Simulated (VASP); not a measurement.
The system is Al6W.

```
Al W
1.0
     3.74000   -3.21500    0.00000
     3.74000    3.21500    0.00000
     0.00000    0.00000    8.78000
Al W
12 2
Cartesian
  3.7400 2.3206 0.8798
  3.7400 2.3206 3.5102
  3.7400 -2.3206 7.9002
  3.7400 -2.3206 5.2698
  5.0999 1.8390 6.5850
  2.3801 1.8390 6.5850
  5.0999 -1.8390 2.1950
  2.3801 -1.8390 2.1950
  5.0393 0.0000 0.0000
  5.0393 0.0000 4.3900
  2.4407 0.0000 4.3900
  2.4407 0.0000 0.0000
  3.7400 0.2746 2.1950
  3.7400 -0.2746 6.5850
```

- Program: VASP 6.6.1
- Task: relaxation of cell and atoms
- Functional: PBE
- Potentials or basis: VASP PAW PBE potentials, release 64 (Al, W_sv)
- Cutoff: 500 eV
- k mesh: 3 × 3 × 2
- Occupations: gaussian, width 0.2 eV
- Spin: no spin polarisation

At the start: pressure 17.3 GPa; volume 15.08 Å³/atom.

Problem. Where does the relaxation end?

Solution. Over 11 steps the energy falls by 113.0 meV/atom and the volume is 17.08 Å³/atom (+13.3 %); space group Cmcm (No. 63, to 0.1 Å) before and after.

Step by step:
| step | energy change (eV) | largest force (eV/Å) | pressure (GPa) | volume (Å³) |
| --- | --- | --- | --- | --- |
| 1 | 0.0000 | 1.3436 | 17.31 | 211.14 |
| 2 | -0.6237 | 0.7668 | -9.04 | 264.92 |
| 3 | -1.4897 | 0.4775 | -0.28 | 239.13 |
| 4 | -1.4899 | 0.4671 | -0.02 | 238.55 |
| 5 | -1.5233 | 0.2460 | -0.03 | 238.63 |
| 6 | -1.5331 | 0.2663 | 0.01 | 238.70 |
| 7 | -1.5560 | 0.1836 | -0.04 | 238.79 |
| 8 | -1.5655 | 0.1831 | -0.06 | 238.89 |
| 9 | -1.5781 | 0.0803 | 0.09 | 238.64 |
| 10 | -1.5785 | 0.0986 | 0.12 | 238.58 |
| 11 | -1.5817 | 0.0703 | -0.12 | 239.17 |

Final structure:
```
Al W
1.0
     3.84828   -3.40159    0.00000
     3.84828    3.40159    0.00000
     0.00000    0.00000    9.13537
Al W
12 2
Direct
  0.12394 0.87606 0.10406
  0.12394 0.87606 0.39594
  0.87606 0.12394 0.89594
  0.87606 0.12394 0.60406
  0.38710 0.96809 0.75000
  0.03191 0.61290 0.75000
  0.96809 0.38710 0.25000
  0.61290 0.03191 0.25000
  0.67341 0.67341 0.00000
  0.67341 0.67341 0.50000
  0.32659 0.32659 0.50000
  0.32659 0.32659 0.00000
  0.45190 0.54810 0.25000
  0.54810 0.45190 0.75000
```

Caveat: the k points lie up to 0.41 Å⁻¹ apart in the final cell; the relaxation stopped at a loose force limit of 0.08 eV/Å, so its end isn't a converged minimum.
